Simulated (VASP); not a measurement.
# Mg7FeO8 (Fm-3m) in VASP: single point with PBE

Aim: the single point of Mg7FeO8 with PBE.

All numbers are computed with VASP 6.6.1; they aren't measurements. Logs are shortened: lines on timing, memory, paths and dates and some standing lists are left out, and cuts for length are marked.

## (1) The cell of the first run

Symmetry: Fm-3m, No. 225, cubic system. The conventional cell has a = 8.424 Å, b = 8.424 Å, c = 8.424 Å, α = 90.00°, β = 90.00°, γ = 90.00°. Fe (site symmetry m-3m) has 6 O at 2.11 Å within 2.8 Å. O (site symmetry -43m) has 6 Mg at 2.11 Å within 2.8 Å. Within 2.8 Å of O (site symmetry 4mm) lie 1 Fe at 2.11 Å and 5 Mg at 2.11 Å. Within 2.8 Å of Mg (site symmetry mmm) lie 6 O at 2.11 Å. Mg (site symmetry m-3m) has 6 O at 2.11 Å within 2.8 Å.

## (2) Single point, PBE, collinear spin, ferromagnetic start

Contents of INCAR:

```
PREC = Accurate ; ENCUT = 600
EDIFF = 1E-6 ; ISMEAR = -1
SIGMA = 0.01 ; LREAL = F
LASPH = T ; NELM = 200
ALGO = Normal ; ISIF = 2
LWAVE = F ; LCHARG = F
ISPIN = 2 ; MAGMOM = 4 0 0 0 0 0 0 0 0 0 0 0 0 0 0 0
LORBIT = 11 ; LMAXMIX = 4
GGA = PE ; NBANDS = 53
GGA_COMPAT = F
```

Contents of KPOINTS:

```
Automatic mesh
0
Gamma
  1 1 1
```

Contents of POSCAR:

```
Mg7FeO8
1.0
    0.0000000000      4.2120000000      4.2120000000
    4.2120000000      0.0000000000      4.2120000000
    4.2120000000      4.2120000000      0.0000000000
Fe O Mg
1 8 7
Direct
    0.0000000000      0.0000000000      0.0000000000
    0.2500000000      0.2500000000      0.2500000000
    0.2500000000      0.2500000000      0.7500000000
    0.2500000000      0.7500000000      0.2500000000
    0.2500000000      0.7500000000      0.7500000000
    0.7500000000      0.2500000000      0.2500000000
    0.7500000000      0.2500000000      0.7500000000
    0.7500000000      0.7500000000      0.2500000000
    0.7500000000      0.7500000000      0.7500000000
    0.0000000000      0.0000000000      0.5000000000
    0.0000000000      0.5000000000      0.0000000000
    0.0000000000      0.5000000000      0.5000000000
    0.5000000000      0.0000000000      0.0000000000
    0.5000000000      0.0000000000      0.5000000000
    0.5000000000      0.5000000000      0.0000000000
    0.5000000000      0.5000000000      0.5000000000
```

Potentials or basis: VASP PAW PBE potentials, release 64 (Fe, O, Mg).

Command:

```console
$ cat potpaw_PBE.64/Fe/POTCAR potpaw_PBE.64/O/POTCAR potpaw_PBE.64/Mg/POTCAR > POTCAR
$ mpirun -np 1 vasp_gam > vasp.out
```

OUTCAR:

```text
PREC = Accurate
   ENCUT = 600
   EDIFF = 1E-6
   ISMEAR = -1
   LREAL = F
   LASPH = T
   NELM = 200
   ISIF = 2
   ISPIN = 2
   LORBIT = 11
   GGA = PE

 ion  position               nearest neighbor table
   1  0.000  0.000  0.000-   3 2.11   4 2.11   5 2.11   6 2.11   7 2.11   8 2.11  10 2.98  11 2.98
                            13 2.98  10 2.98  12 2.98  14 2.98  11 2.98  12 2.98  15 2.98  13 2.98
   2  0.250  0.250  0.250-  10 2.11  11 2.11  12 2.11  13 2.11  14 2.11  15 2.11
   3  0.250  0.250  0.750-   1 2.11  11 2.11  12 2.11  13 2.11  14 2.11  16 2.11
   4  0.250  0.750  0.250-   1 2.11  10 2.11  12 2.11  13 2.11  15 2.11  16 2.11
   5  0.250  0.750  0.750-   1 2.11  10 2.11  11 2.11  14 2.11  15 2.11  16 2.11
   6  0.750  0.250  0.250-   1 2.11  10 2.11  11 2.11  14 2.11  15 2.11  16 2.11
   7  0.750  0.250  0.750-   1 2.11  10 2.11  12 2.11  13 2.11  15 2.11  16 2.11
   8  0.750  0.750  0.250-   1 2.11  11 2.11  12 2.11  13 2.11  14 2.11  16 2.11
   9  0.750  0.750  0.750-  10 2.11  11 2.11  12 2.11  13 2.11  14 2.11  15 2.11
  10  0.000  0.000  0.500-   2 2.11   4 2.11   5 2.11   6 2.11   7 2.11   9 2.11   1 2.98  12 2.98
                            14 2.98   1 2.98  11 2.98  13 2.98  11 2.98  12 2.98  16 2.98  13 2.98
  11  0.000  0.500  0.000-   2 2.11   3 2.11   5 2.11   6 2.11   8 2.11   9 2.11   1 2.98  12 2.98
                            15 2.98  10 2.98  12 2.98  16 2.98   1 2.98  10 2.98  13 2.98  13 2.98
  12  0.000  0.500  0.500-   2 2.11   3 2.11   4 2.11   7 2.11   8 2.11   9 2.11  10 2.98  11 2.98
                            16 2.98   1 2.98  11 2.98  15 2.98   1 2.98  10 2.98  14 2.98  14 2.98
  13  0.500  0.000  0.000-   2 2.11   3 2.11   4 2.11   7 2.11   8 2.11   9 2.11   1 2.98  14 2.98
                            15 2.98  10 2.98  14 2.98  16 2.98  11 2.98  15 2.98  16 2.98   1 2.98
  14  0.500  0.000  0.500-   2 2.11   3 2.11   5 2.11   6 2.11   8 2.11   9 2.11  10 2.98  13 2.98
                            16 2.98   1 2.98  13 2.98  15 2.98  12 2.98  15 2.98  16 2.98   1 2.98
  15  0.500  0.500  0.000-   2 2.11   4 2.11   5 2.11   6 2.11   7 2.11   9 2.11  11 2.98  13 2.98
                            16 2.98  12 2.98  14 2.98  16 2.98   1 2.98  13 2.98  14 2.98   1 2.98
  16  0.500  0.500  0.500-   3 2.11   4 2.11   5 2.11   6 2.11   7 2.11   8 2.11  12 2.98  14 2.98
                            15 2.98  11 2.98  13 2.98  15 2.98  10 2.98  13 2.98  14 2.98  10 2.98

  LATTYP: Found a face centered cubic cell.
 ALAT       =     8.4240000000

  Lattice vectors:

 A1 = (   0.0000000000,   4.2120000000,   4.2120000000)
 A2 = (   4.2120000000,   0.0000000000,   4.2120000000)
 A3 = (   4.2120000000,   4.2120000000,   0.0000000000)

Analysis of symmetry for initial positions (statically):
=====================================================================
 Subroutine PRICEL returns:
 Original cell was already a primitive cell.

 Routine SETGRP: Setting up the symmetry group for a
 face centered cubic supercell.

 Subroutine GETGRP returns: Found 48 space group operations
 (whereof 48 operations were pure point group operations)
 out of a pool of 48 trial point group operations.

The static configuration has the point symmetry O_h .

Analysis of symmetry for dynamics (positions and initial velocities):
=====================================================================
 Subroutine PRICEL returns:
 Original cell was already a primitive cell.

 Routine SETGRP: Setting up the symmetry group for a
 face centered cubic supercell.

 Subroutine GETGRP returns: Found 48 space group operations
 (whereof 48 operations were pure point group operations)
 out of a pool of 48 trial point group operations.

The dynamic configuration has the point symmetry O_h .

Analysis of structural, dynamic, and magnetic symmetry:
=====================================================================
 Subroutine PRICEL returns:
 Original cell was already a primitive cell.

 Routine SETGRP: Setting up the symmetry group for a
 face centered cubic supercell.

 Subroutine GETGRP returns: Found 48 space group operations
 (whereof 48 operations were pure point group operations)
 out of a pool of 48 trial point group operations.

The overall configuration has the point symmetry O_h .

 Subroutine INISYM returns: Found 48 space group operations
 (whereof 48 operations are pure point group operations),
 and found     1 'primitive' translations

----------------------------------------------------------------------------------------

                                     Primitive cell

  volume of cell :     149.4497

  direct lattice vectors                    reciprocal lattice vectors
     0.000000000  4.212000000  4.212000000    -0.118708452  0.118708452  0.118708452
     4.212000000  0.000000000  4.212000000     0.118708452 -0.118708452  0.118708452
     4.212000000  4.212000000  0.000000000     0.118708452  0.118708452 -0.118708452

  length of vectors
     5.956667525  5.956667525  5.956667525     0.205609070  0.205609070  0.205609070

  position of ions in fractional coordinates (direct lattice)
     0.000000000  0.000000000  0.000000000
     0.250000000  0.250000000  0.250000000
     0.250000000  0.250000000  0.750000000
     0.250000000  0.750000000  0.250000000
     0.250000000  0.750000000  0.750000000
     0.750000000  0.250000000  0.250000000
[... 8 lines left out ...]
     0.500000000  0.500000000  0.000000000
     0.500000000  0.500000000  0.500000000

  ion indices of the primitive-cell ions
   primitive index   ion index
                 1           1
                 2           2
                 3           3
                 4           4
                 5           5
                 6           6
[... 8 lines left out ...]
                15          15
                16          16

----------------------------------------------------------------------------------------

 KPOINTS: Automatic mesh

Automatic generation of k-mesh.
 Grid dimensions read from file:
 generate k-points for:    1    1    1

 Generating k-lattice:

  Cartesian coordinates                     Fractional coordinates (reciprocal lattice)
    -0.118708452  0.118708452  0.118708452     1.000000000  0.000000000  0.000000000
     0.118708452 -0.118708452  0.118708452     0.000000000  1.000000000  0.000000000
     0.118708452  0.118708452 -0.118708452     0.000000000  0.000000000  1.000000000

  Length of vectors
     0.205609070  0.205609070  0.205609070

  Shift w.r.t. Gamma in fractional coordinates (k-lattice)
     0.000000000  0.000000000  0.000000000

 Subroutine IBZKPT returns following result:
 ===========================================

 Found      1 irreducible k-points:

 Following reciprocal coordinates:
            Coordinates               Weight
  0.000000  0.000000  0.000000      1.000000
   k-points           NKPTS =      1   k-points in BZ     NKDIM =      1   number of bands    NBANDS=     53
   number of dos      NEDOS =    301   number of ions     NIONS =     16
   total plane-waves  NPLWV = 110592
   dimension x,y,z NGX =    48 NGY =   48 NGZ =   48
   dimension x,y,z NGXF=    96 NGYF=   96 NGZF=   96
   ions per type =               1   8   7
   NGX,Y,Z   is equivalent  to a cutoff of  13.40, 13.40, 13.40 a.u.
   NGXF,Y,Z  is equivalent  to a cutoff of  26.79, 26.79, 26.79 a.u.
 SYSTEM =  unknown system
   PREC   = accura    normal or accurate (medium, high low for compatibility)
   ISTART =      0    job   : 0-new  1-cont  2-samecut
   ICHARG =      2    charge: 1-file 2-atom 10-const
   ISPIN  =      2    spin polarized calculation?
   LNONCOLLINEAR =      F non collinear calculations
   LSORBIT =      F    spin-orbit coupling
   LASPH  =      T    aspherical Exc in radial PAW
   ENCUT  =  600.0 eV  44.10 Ry    6.64 a.u.  11.90 11.90 11.90*2*pi/ulx,y,z
   NELM   =    200;   NELMIN=  2; NELMDL= -5     # of ELM steps
   EDIFF  = 0.1E-05   stopping-criterion for ELM
   LREAL  =      F    real-space projection
   EDIFFG = 0.1E-04   stopping-criterion for IOM
   NSW    =      0    number of steps for IOM
   IBRION =     -1    ionic relax: 0-MD 1-quasi-New 2-CG
   NFREE  =      0    steps in history (QN), initial steepest desc. (CG)
   ISIF   =      2    stress and relaxation
   ISYM   =      2    0-nonsym 1-usesym 2-fastsym
   POTIM  = 0.5000    time-step for ionic-motion
   TEBEG  =    0.0;   TEEND  =   0.0 temperature during run
   PSTRESS=    0.0 pullay stress
   NELECT =      70.0000    total number of electrons
   NUPDOWN=      -1.0000    fix difference up-down
   EMIN   =  10.00;   EMAX   =-10.00  energy-range for DOS
   EFERMI =   0.00;   METHOD = LEGACY
   ISMEAR =    -1;   SIGMA  =   0.01  broadening in eV -4-tet -1-fermi 0-gaus
   EFERMI_NEDOS =   21; number of points for ismear=-14 and -15
   IALGO  =     38    algorithm
   IMIX   =      4    mixing-type and parameters
     AMIX     =   0.40;   BMIX     =  1.00
     AMIX_MAG =   1.60;   BMIX_MAG =  1.00
  volume/ion in A,a.u.               =       9.34        63.03
  Fermi-wavevector in a.u.,A,eV,Ry     =   1.271381  2.402562 21.992598  1.616410
  Thomas-Fermi vector in A             =   2.404317
   LORBIT       =     11    0 simple, 1 ext, 2 COOP (PROOUT), +10 PAW based schemes
   GGA     = PE    functional components
   LHFCALC =     F    Hartree Fock is set to
   AEXX    =    0.0000 exact exchange contribution
   IVDW    =     0    specifies the selected vdW correction
   LEPSILON=     F    determine dielectric tensor
   LRPA    =     F    only Hartree local field effects (RPA)
 spin polarized calculation
  energy-cutoff  :      600.00
  volume of cell :      149.45
 maximum number of plane-waves:      2515
 NGX is ok and might be reduce to    48
   NGX = 23   NGY = 23   NGZ = 23

 number of electron      70.0000037 magnetization      -0.0155314

 number of electron      70.0000037 magnetization       0.0008200

 Free energy of the ion-electron system (eV)
  ---------------------------------------------------
  ext. energy  EPLUGINS =         0.00000000
  ---------------------------------------------------
  free energy    TOTEN  =       -91.79511977 eV

  energy without entropy =      -91.79511977  energy(sigma->0) =      -91.79511977

 E-fermi :   6.1473     XC(G=0): -11.1911

 val. band max:        5.8266183169   @ k =   0.0000   0.0000   0.0000
 cond. band min:       7.6014672142   @ k =   0.0000   0.0000   0.0000
 fundamental gap:      1.7748488973
 Fermi energy:         6.1473255709

 spin component 1

 k-point     1 :       0.0000    0.0000    0.0000
  band No.  band energies     occupation
      1     -13.8466      1.00000
      2     -12.5856      1.00000
      3     -12.5856      1.00000
      4     -12.5856      1.00000
      5     -12.3764      1.00000
      6     -12.3764      1.00000
[... 39 lines left out ...]
     46      13.2317      0.00000
     47      13.2339      0.00000
 Fermi energy:         6.1473255709

 spin component 2

 k-point     1 :       0.0000    0.0000    0.0000
  band No.  band energies     occupation
      1     -13.8463      1.00000
      2     -12.5853      1.00000
      3     -12.5853      1.00000
      4     -12.5853      1.00000
      5     -12.3761      1.00000
      6     -12.3761      1.00000
[... 39 lines left out ...]
     46      13.2317      0.00000
     47      13.2339      0.00000
 [bands above 47 left out]

------------------------ aborting loop because EDIFF is reached ----------------------------------------

  FORCE on cell =-STRESS in cart. coord.  units (eV):
  Direction    XX          YY          ZZ          XY          YZ          ZX
  --------------------------------------------------------------------------------------
  -------------------------------------------------------------------------------------
  Total        2.2793751      2.2793751      2.2793751      0.0000000     -0.0000000     -0.0000000
  in kB       24.4360668     24.4360668     24.4360668      0.0000000     -0.0000000     -0.0000000
  external PRESSURE =      24.4360668 kB  Pullay stress =       0.0000000 kB

 VOLUME and BASIS-vectors are now :
 -----------------------------------------------------------------------------
  energy-cutoff  :      600.00
  volume of cell :      149.45
      direct lattice vectors                 reciprocal lattice vectors
     0.000000000  4.212000000  4.212000000    -0.118708452  0.118708452  0.118708452
     4.212000000  0.000000000  4.212000000     0.118708452 -0.118708452  0.118708452
     4.212000000  4.212000000  0.000000000     0.118708452  0.118708452 -0.118708452

 POSITION                                       TOTAL-FORCE (eV/Angst)
 -----------------------------------------------------------------------------------
      0.00000      0.00000      0.00000         0.000000     -0.000000     -0.000000
      2.10600      2.10600      2.10600         0.000000     -0.000000     -0.000000
      4.21200      4.21200      2.10600         0.000000     -0.000000     -0.227991
      4.21200      2.10600      4.21200         0.000000     -0.227991     -0.000000
      6.31800      4.21200      4.21200         0.227991     -0.000000     -0.000000
      2.10600      4.21200      4.21200        -0.227991     -0.000000     -0.000000
[... 8 lines left out ...]
      2.10600      2.10600      4.21200         0.000000     -0.000000     -0.000000
      4.21200      4.21200      4.21200         0.000000     -0.000000     -0.000000
 -----------------------------------------------------------------------------------
    total drift:                               -0.000000     -0.000000     -0.000000

  FREE ENERGIE OF THE ION-ELECTRON SYSTEM (eV)
  ---------------------------------------------------
  free  energy   TOTEN  =       -91.7951197714 eV

  energy  without entropy=      -91.7951197714  energy(sigma->0) =      -91.79511977

 total charge

# of ion       s       p       d       tot
------------------------------------------
    1        0.252   0.390   6.420   7.062
    2        1.504   3.653   0.000   5.157
    3        1.509   3.610   0.000   5.119
    4        1.509   3.610   0.000   5.119
    5        1.509   3.610   0.000   5.119
    6        1.509   3.610   0.000   5.119
[... 8 lines left out ...]
   15        0.124   0.173   0.087   0.384
   16        0.127   0.180   0.077   0.384
--------------------------------------------------
tot         13.183  30.572   7.020  50.776

 magnetization (x)

# of ion       s       p       d       tot
------------------------------------------
    1       -0.000  -0.000  -0.000  -0.000
    2        0.000   0.000   0.000   0.000
    3        0.000   0.000   0.000   0.000
    4        0.000   0.000   0.000   0.000
    5        0.000   0.000   0.000   0.000
    6        0.000   0.000   0.000   0.000
[... 8 lines left out ...]
   15       -0.000  -0.000  -0.000  -0.000
   16        0.000   0.000   0.000   0.000
--------------------------------------------------
tot          0.000   0.000  -0.000   0.000
```

Wall time 2.3 min (1 thread of Intel Xeon 8259CL, shared host); peak memory 0.39 GiB.

What came out:

* Free energy: -91.7951 eV
* Pressure: 2.4 GPa
* Net moment: 0.00 μB per cell
* Valence electrons inside the program's atomic spheres: Fe 7.06; O 5.16, 5.12 (each value once); Mg 0.38

Caveat: the k points lie up to 1.29 Å⁻¹ apart.
